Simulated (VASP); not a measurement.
Pb:

```
CELL_PARAMETERS angstrom
0.00000 2.47502 2.47502
2.47502 0.00000 2.47502
2.47502 2.47502 0.00000
ATOMIC_POSITIONS crystal
Pb 0.00000 0.00000 0.00000
```

```yaml
Program: VASP 6.6.1
Task: relaxation of cell and atoms
Functional: r2SCAN
Potentials_or_basis: VASP PAW PBE potentials, release 64 (Pb_d)
Cutoff: 600 eV
k_mesh: 9 × 9 × 9
Occupations: fermi-dirac, width 0.05 eV
Spin: no spin polarisation
```

At the start: pressure 1.2 GPa; volume 30.32 Å³/atom.

Where does the relaxation end?

Over 3 steps the energy falls by 2.6 meV/atom and the volume is 31.06 Å³/atom (+2.4 %); space group Fm-3m (No. 225, to 0.05 Å).

The path:
```
step  energy change (eV)  largest force (eV/Å)  pressure (GPa)  volume (Å³)
   1              0.0000                0.0000            1.17        30.32
   2             -0.0024                0.0000           -0.36        31.31
   3             -0.0026                0.0000            0.01        31.06
```

Final structure:
```
Pb
1.0
     0.00000    2.49499    2.49499
     2.49499    0.00000    2.49499
     2.49499    2.49499    0.00000
Pb
1
Cartesian
  0.0000 0.0000 0.0000
```

The cell as given is a measured one (30.32 Å³/atom); r2SCAN puts the equilibrium volume +2.4 % from it, thermal expansion not counted.

Caveat: the PAW data sets were made with another functional, which shifts forces and pressure a little.
